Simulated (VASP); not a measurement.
# V (Im-3m) in VASP: notebook, part 2 of 2

VASP 6.6.1. Earlier steps stand in the parts before.

## Step 3: Single point, PBE

Contents of INCAR:

```
SYSTEM = V
PREC = Accurate
ENCUT = 500
EDIFF = 1E-6
ISMEAR = -1
SIGMA = 0.05
LREAL = .FALSE.
LASPH = .TRUE.
NELM = 120
ALGO = Normal
ISIF = 2
LWAVE = .FALSE.
LCHARG = .FALSE.
GGA = PE
NBANDS = 26
GGA_COMPAT = .FALSE.
```

Contents of KPOINTS:

```
regular mesh
0
G
  9 9 13
  0 0 0
```

Contents of POSCAR:

```
V
1.0
    0.0000000000      2.9970992481     -2.9970992481
   -2.9970992481      0.0000000000      2.9970992481
    1.4985496241      1.4985496241      1.4985496241
V
3
Direct
    0.0000000000      0.0000000000      0.0000000000
    0.3333333330      0.6666666670      0.3333333330
    0.6666666670      0.3333333330      0.6666666670
```

Potentials or basis: VASP PAW PBE potentials, release 64 (V_sv).

Run with:

```console
$ cat potpaw_PBE.64/V_sv/POTCAR > POTCAR
$ mpirun -np 1 vasp_std > vasp.out
```

OUTCAR:

```text
SYSTEM = V
   PREC = Accurate
   ENCUT = 500
   EDIFF = 1E-6
   ISMEAR = -1
   LREAL = .FALSE.
   LASPH = .TRUE.
   NELM = 120
   ISIF = 2
   GGA = PE

 ion  position               nearest neighbor table
   1  0.000  0.000  0.000-   2 2.60   3 2.60   3 2.60   2 2.60   3 2.60   2 2.60
   2  0.333  0.667  0.333-   1 2.60   3 2.60   3 2.60   1 2.60   1 2.60   3 2.60
   3  0.667  0.333  0.667-   1 2.60   2 2.60   2 2.60   1 2.60   1 2.60   2 2.60

  LATTYP: Found a hexagonal cell.
 ALAT       =     4.2385384044
 C/A-ratio  =     0.6123724357

  Lattice vectors:

 A1 = (   0.0000000000,   2.9970992481,  -2.9970992481)
 A2 = (  -2.9970992481,   0.0000000000,   2.9970992481)
 A3 = (   1.4985496241,   1.4985496241,   1.4985496241)

Analysis of symmetry for initial positions (statically):
=====================================================================
 Subroutine PRICEL returns following result:

  LATTYP: Found a body centered cubic cell.
 ALAT       =     2.9970992461

  Lattice vectors:

 A1 = (  -1.4985496271,   1.4985496210,  -1.4985496211)
 A2 = (  -1.4985496226,  -1.4985496226,   1.4985496225)
 A3 = (   1.4985496241,   1.4985496241,   1.4985496241)

   3 primitive cells build up your supercell.

 Routine SETGRP: Setting up the symmetry group for a
 hexagonal supercell.

 Subroutine GETGRP returns: Found 12 space group operations
 (whereof 12 operations were pure point group operations)
 out of a pool of 24 trial point group operations.

The static configuration has the point symmetry D_3d.

Analysis of symmetry for dynamics (positions and initial velocities):
=====================================================================
 Subroutine PRICEL returns following result:

  LATTYP: Found a body centered cubic cell.
 ALAT       =     2.9970992461

  Lattice vectors:

 A1 = (  -1.4985496271,   1.4985496210,  -1.4985496211)
 A2 = (  -1.4985496226,  -1.4985496226,   1.4985496225)
 A3 = (   1.4985496241,   1.4985496241,   1.4985496241)

   3 primitive cells build up your supercell.

 Routine SETGRP: Setting up the symmetry group for a
 hexagonal supercell.

 Subroutine GETGRP returns: Found 12 space group operations
 (whereof 12 operations were pure point group operations)
 out of a pool of 24 trial point group operations.

The dynamic configuration has the point symmetry D_3d.

 Subroutine INISYM returns: Found 12 space group operations
 (whereof 12 operations are pure point group operations),
 and found     3 'primitive' translations

----------------------------------------------------------------------------------------

                                     Primitive cell

  volume of cell :      13.4609

  direct lattice vectors                    reciprocal lattice vectors
    -1.498549627  1.498549621 -1.498549621    -0.333655951  0.333655951  0.000000000
    -1.498549623 -1.498549623  1.498549623    -0.333655951 -0.000000001  0.333655951
     1.498549624  1.498549624  1.498549624    -0.000000000  0.333655951  0.333655951

  length of vectors
     2.595564085  2.595564084  2.595564087     0.471860771  0.471860771  0.471860771

  position of ions in fractional coordinates (direct lattice)
     0.000000000  0.000000000  0.000000000
[... 24 lines left out ...]
     0.000000000  0.000000000  0.000000000

 Subroutine IBZKPT returns following result:
 ===========================================

 Found    126 irreducible k-points:

 Following reciprocal coordinates:
            Coordinates               Weight
  0.000000  0.000000  0.000000      1.000000
  0.111111  0.000000  0.000000      6.000000
  0.222222  0.000000  0.000000      6.000000
  0.333333  0.000000  0.000000      6.000000
  0.444444  0.000000  0.000000      6.000000
  0.111111  0.111111  0.000000      6.000000
[... 16 lines left out ...]
  0.222222  0.111111  0.076923     12.000000
 -0.111111  0.333333  0.076923     12.000000
 [... further k-points ...]
   k-points           NKPTS =    126   k-points in BZ     NKDIM =    126   number of bands    NBANDS=     26
   number of dos      NEDOS =    301   number of ions     NIONS =      3
   total plane-waves  NPLWV =  20480
   dimension x,y,z NGX =    32 NGY =   32 NGZ =   20
   dimension x,y,z NGXF=    64 NGYF=   64 NGZF=   40
   ions per type =               3
   NGX,Y,Z   is equivalent  to a cutoff of  12.55, 12.55, 12.81 a.u.
   NGXF,Y,Z  is equivalent  to a cutoff of  25.10, 25.10, 25.62 a.u.
 SYSTEM =  V
   PREC   = accura    normal or accurate (medium, high low for compatibility)
   ISTART =      0    job   : 0-new  1-cont  2-samecut
   ICHARG =      2    charge: 1-file 2-atom 10-const
   ISPIN  =      1    spin polarized calculation?
   LNONCOLLINEAR =      F non collinear calculations
   LSORBIT =      F    spin-orbit coupling
   LASPH  =      T    aspherical Exc in radial PAW
   ENCUT  =  500.0 eV  36.75 Ry    6.06 a.u.   7.73  7.73  4.73*2*pi/ulx,y,z
   NELM   =    120;   NELMIN=  2; NELMDL= -5     # of ELM steps
   EDIFF  = 0.1E-05   stopping-criterion for ELM
   LREAL  =      F    real-space projection
   EDIFFG = 0.1E-04   stopping-criterion for IOM
   NSW    =      0    number of steps for IOM
   IBRION =     -1    ionic relax: 0-MD 1-quasi-New 2-CG
   NFREE  =      0    steps in history (QN), initial steepest desc. (CG)
   ISIF   =      2    stress and relaxation
   ISYM   =      2    0-nonsym 1-usesym 2-fastsym
   POTIM  = 0.5000    time-step for ionic-motion
   TEBEG  =    0.0;   TEEND  =   0.0 temperature during run
   PSTRESS=    0.0 pullay stress
   NELECT =      39.0000    total number of electrons
   NUPDOWN=      -1.0000    fix difference up-down
   EMIN   =  10.00;   EMAX   =-10.00  energy-range for DOS
   EFERMI =   0.00;   METHOD = LEGACY
   ISMEAR =    -1;   SIGMA  =   0.05  broadening in eV -4-tet -1-fermi 0-gaus
   EFERMI_NEDOS =   21; number of points for ismear=-14 and -15
   IALGO  =     38    algorithm
   IMIX   =      4    mixing-type and parameters
     AMIX     =   0.40;   BMIX     =  1.00
     AMIX_MAG =   1.60;   BMIX_MAG =  1.00
  volume/ion in A,a.u.               =      13.46        90.84
  Fermi-wavevector in a.u.,A,eV,Ry     =   1.618197  3.057950 35.627709  2.618563
  Thomas-Fermi vector in A             =   2.712499
   LORBIT       =      0    0 simple, 1 ext, 2 COOP (PROOUT), +10 PAW based schemes
   GGA     = PE    functional components
   LHFCALC =     F    Hartree Fock is set to
   AEXX    =    0.0000 exact exchange contribution
   IVDW    =     0    specifies the selected vdW correction
   LEPSILON=     F    determine dielectric tensor
   LRPA    =     F    only Hartree local field effects (RPA)
 non-spin polarized calculation
  energy-cutoff  :      500.00
  volume of cell :       40.38
 maximum number of plane-waves:      1050
 NGX is ok and might be reduce to    32
   NGX = 15   NGY = 15   NGZ =  9

 number of electron      39.0000007 magnetization

 Free energy of the ion-electron system (eV)
  ---------------------------------------------------
  ext. energy  EPLUGINS =         0.00000000
  ---------------------------------------------------
  free energy    TOTEN  =       -26.99540612 eV

  energy without entropy =      -26.94990617  energy(sigma->0) =      -26.97265615

 E-fermi :   9.7196     XC(G=0): -12.9079

 val. band max:        9.7185820705   @ k =  -0.1111   0.3333   0.1538
 cond. band min:       9.7276873898   @ k =   0.0000   0.1111   0.2308
 fundamental gap:      0.0091053192
 Fermi energy:         9.7196296330

 k-point     1 :       0.0000    0.0000    0.0000
  band No.  band energies     occupation
      1     -54.0011      2.00000
      2     -53.7781      2.00000
      3     -53.7781      2.00000
      4     -27.9203      2.00000
      5     -27.9203      2.00000
      6     -27.9203      2.00000
[... 685 lines left out ...]
     25      12.2094      0.00000
     26      12.2398      0.00000

 [... further k-points ...]

------------------------ aborting loop because EDIFF is reached ----------------------------------------

  FORCE on cell =-STRESS in cart. coord.  units (eV):
  Direction    XX          YY          ZZ          XY          YZ          ZX
  --------------------------------------------------------------------------------------
  -------------------------------------------------------------------------------------
  Total        0.0178929      0.0178929      0.0178929      0.0194912      0.0194912      0.0194912
  in kB        0.7099007      0.7099007      0.7099007      0.7733105      0.7733105      0.7733105
  external PRESSURE =       0.7099007 kB  Pullay stress =       0.0000000 kB

 VOLUME and BASIS-vectors are now :
 -----------------------------------------------------------------------------
  energy-cutoff  :      500.00
  volume of cell :       40.38
      direct lattice vectors                 reciprocal lattice vectors
     0.000000000  2.997099248 -2.997099248    -0.111218650  0.222437301 -0.111218650
    -2.997099248  0.000000000  2.997099248    -0.222437301  0.111218650  0.111218650
     1.498549624  1.498549624  1.498549624     0.222437301  0.222437301  0.222437301

 POSITION                                       TOTAL-FORCE (eV/Angst)
 -----------------------------------------------------------------------------------
      0.00000      0.00000      0.00000        -0.000000     -0.000000      0.000000
     -1.49855      1.49855      1.49855         0.000000     -0.000000      0.000000
      0.00000      2.99710     -0.00000        -0.000000      0.000000     -0.000000
 -----------------------------------------------------------------------------------
    total drift:                               -0.000000     -0.000000      0.000000

  FREE ENERGIE OF THE ION-ELECTRON SYSTEM (eV)
  ---------------------------------------------------
  free  energy   TOTEN  =       -26.9954061246 eV

  energy  without entropy=      -26.9499061740  energy(sigma->0) =      -26.97265615
```

OSZICAR:

```text
N       E                     dE             d eps       ncg     rms          rms(c)
DAV:   1     0.511196749793E+03    0.51120E+03   -0.22085E+04  6568   0.169E+03
DAV:   2    -0.104081769542E+02   -0.52160E+03   -0.51460E+03  6578   0.570E+02
DAV:   3    -0.308148264625E+02   -0.20407E+02   -0.19727E+02  8312   0.126E+02
DAV:   4    -0.311660497605E+02   -0.35122E+00   -0.34957E+00  7778   0.168E+01
DAV:   5    -0.311711622955E+02   -0.51125E-02   -0.51074E-02  8574   0.196E+00    0.318E+01
DAV:   6    -0.270560540730E+02    0.41151E+01   -0.21060E+01  7108   0.408E+01    0.306E+00
DAV:   7    -0.270186958695E+02    0.37358E-01   -0.24133E-01  7564   0.419E+00    0.157E+00
DAV:   8    -0.269955726438E+02    0.23123E-01   -0.28894E-02  7788   0.197E+00    0.209E-01
DAV:   9    -0.269953956250E+02    0.17702E-03   -0.21821E-03  7808   0.449E-01    0.476E-02
DAV:  10    -0.269954081130E+02   -0.12488E-04   -0.53396E-05  8454   0.656E-02    0.208E-02
DAV:  11    -0.269954059168E+02    0.21962E-05   -0.18327E-05  7678   0.388E-02    0.202E-03
DAV:  12    -0.269954061246E+02   -0.20779E-06   -0.24456E-07  4230   0.569E-03
   1 F= -.26995406E+02 E0= -.26972656E+02  d E =-.455000E-01
```

stdout:

```text
POSCAR found type information on POSCAR V
 POSCAR found :  1 types and       3 ions
 scaLAPACK will be used
 LDA part: xc-table for (Slater+PW92), standard interpolation
 POSCAR, INCAR and KPOINTS ok, starting setup
 FFT: planning ... GRIDC
 FFT: planning ... GRID_SOFT
 FFT: planning ... GRID
 WAVECAR not read
 entering main loop
```

It took 37 s on 1 thread of Intel Xeon 6975P-C (Granite Rapids), shared host; peak memory 0.21 GiB.

What came out:

- Free energy: -26.9954 eV
- Pressure: 0.1 GPa

Levels at points of the mesh, in eV from the Fermi level:
```tsv
k point	band 17	band 18	band 19	band 20	band 21	band 22
(0.00, 0.00, 0.00)	-0.95	-0.95	-0.95	0.41	0.41	0.41
```
